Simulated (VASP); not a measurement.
A run of VASP 6.6.1:

The input INCAR:

```
SYSTEM = MgO
PREC = Accurate
ENCUT = 520
EDIFF = 1E-7
ISMEAR = 0
SIGMA = 0.05
LREAL = .False.
LASPH = .True.
NELM = 100
ALGO = Normal
ISIF = 2
LWAVE = .False.
LCHARG = .False.
GGA = PS
NBANDS = 16
```

Contents of KPOINTS:

```
regular mesh
0
Gamma
  9 9 6
  0 0 0
```

POSCAR

```
MgO
1.0
    3.4131635912      0.0000000000      0.0000000000
   -1.7065817956      2.9558863772      0.0000000000
    0.0000000000      0.0000000000      4.3906063377
Mg O
2 2
Direct
    0.6505427316      0.3010854632      0.7500000000
    0.3494572684      0.6989145368      0.2500000000
    0.6785385383      0.3570770766      0.2500000000
    0.3214614617      0.6429229234      0.7500000000
```

Potentials or basis: VASP PAW PBE potentials, release 64 (Mg, O).

Launch:

```sh
$ cat potpaw_PBE.64/Mg/POTCAR potpaw_PBE.64/O/POTCAR > POTCAR
$ mpirun -np 1 vasp_std > vasp.out
```

Hardware: 1 thread of Intel(R) Xeon(R) Platinum 8375C CPU @ 2.90GHz (Ice Lake) (shared host).

Problem. How long does it take, and how much memory?

Solution. It took 57 s on 1 thread of Intel(R) Xeon(R) Platinum 8375C CPU @ 2.90GHz (Ice Lake) (shared host), peak memory 0.21 GiB. Counts: scf iterations 13, k points 100.
